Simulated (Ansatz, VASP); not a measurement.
## Two plane-wave programs on CdHg3S4

```xyz
8
Lattice="4.2286 0.0000 0.0000 -2.1143 3.6621 0.0000 0.0000 0.0000 13.7839" Properties=species:S:1:pos:R:3 pbc="T T T"
Cd    0.0000    2.4414   13.7754
Hg    2.1143    1.2207    3.4322
Hg    2.1143    1.2207   10.3634
Hg    0.0000    2.4414    6.8937
S     2.1143    1.2207    6.0322
S     2.1143    1.2207   12.9643
S     0.0000    2.4414    2.5716
S     0.0000    2.4414    9.4956
```

Alike in both runs: functional PBE; k mesh 12 × 12 × 4; occupations gaussian, width 0.1 eV; no spin polarisation.

Ansatz relaxed the structure, and its values are those at the end. VASP's run is a single point on that final structure, the one shown.

|  | VASP | Ansatz |
| --- | --- | --- |
| version | VASP 6.6.1 | Ansatz 0.2.0 |
| potentials or method | VASP PAW PBE potentials, release 64 (Cd, Hg, S), cutoff 520 eV | scalar-relativistic, plane waves, PAW |
| valence electrons in the cell | 72 | 104 |

```tsv
	VASP	Ansatz	Ansatz less VASP
gap on the k mesh at the Fermi level (eV)	none	none	-
pressure (GPa)	0.3	0.0	-0.24
```

A gap of «none» marks a metal or a gap that the smearing closes. VASP's potentials hold 72 valence electrons a cell and Ansatz's 104, so a difference there can come from the potentials and not from the codes.

Spin-orbit coupling is off throughout.
